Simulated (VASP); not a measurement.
**Os: single point with r2SCAN**

Crystal: Os.

```xyz
2
Lattice="2.7341 0.0000 0.0000 -1.3670 2.3678 0.0000 0.0000 0.0000 3.6717" Properties=species:S:1:pos:R:3 pbc="T T T"
Os    0.0000    1.5785    0.9179
Os    1.3670    0.7893    2.7538
```

This cell differs from its parent crystal: strain -0.1500 x Voigt [0, 0, 1, 0, 0, 0].

```json
{"Program": "VASP 6.6.1", "Task": "single point", "Functional": "r2SCAN", "Potentials or basis": "VASP PAW PBE potentials, release 64 (Os)", "Cutoff": "520 eV", "k mesh": "21 × 21 × 12", "Occupations": "gaussian, width 0.15 eV", "Spin": "no spin polarisation"}
```

```
Pressure               : 131.0 GPa
Band gap on the k mesh : zero (band 8 reaches 14.69 eV, above the bottom of band 9 at 10.21 eV)
```

Stress tensor (GPa, compression positive):
```
 83.45   0.00   0.00
  0.00  83.45   0.00
  0.00   0.00 226.21
```

Levels at points of the mesh, in eV from the Fermi level:
```tsv
k point	band 6	band 7	band 8	band 9	band 10	band 11
(0.00, 0.00, 0.00)	-4.01	-2.80	-2.80	-1.44	1.99	1.99
(0.00, 0.00, 0.50)	-5.60	-3.36	-3.36	1.74	1.74	1.74
```

Wall time 6.2 min on 1 thread of Oxide Virtual Turin-like Processor, with other jobs on the host, peak memory 0.19 GiB.

Caveat: the cell differs from its parent crystal (strain -0.1500 x Voigt [0, 0, 1, 0, 0, 0]); the PAW data sets were made with another functional, which shifts forces and pressure a little; spin-orbit coupling is left out, which moves the levels of the heavy elements.
